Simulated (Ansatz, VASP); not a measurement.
**Si2Mo: VASP beside Ansatz**

```
CELL_PARAMETERS angstrom
1.66160 -4.35737 0.00000
1.66160 4.35737 0.00000
0.00000 0.00000 6.15346
ATOMIC_POSITIONS crystal
Si 0.40438 0.59562 0.97914
Si 0.59562 0.40438 0.47914
Si 0.19406 0.80594 0.20696
Si 0.80594 0.19406 0.70696
Mo 0.91362 0.08638 0.31378
Mo 0.08638 0.91362 0.81378
```

Change from the starting cell: the structure that the rattled cell fell into.

Alike in both runs: functional PBE; k mesh 6 × 6 × 4; occupations gaussian, width 0.1 eV; no spin polarisation.

Ansatz relaxed the structure, and its values are those at the end. VASP's run is a single point on that final structure, the one shown.

|  | VASP | Ansatz |
| --- | --- | --- |
| version | VASP 6.6.1 | Ansatz 0.2.0 |
| potentials or method | VASP PAW PBE potentials, release 64 (Si, Mo_sv), cutoff 520 eV | scalar-relativistic, plane waves, PAW |
| valence electrons in the cell | 44 | 44 |

```csv
,VASP,Ansatz,Ansatz less VASP
gap on the k mesh at the Fermi level (eV),none,none,-
pressure (GPa),0.2,0.1,-0.10
rms of the force components (eV/Å),0.008,0.004,-0.0041
```

A gap of «none» marks a metal or a gap that the smearing closes. The functional is the same, so the differences come from potentials, cutoffs and numerics.
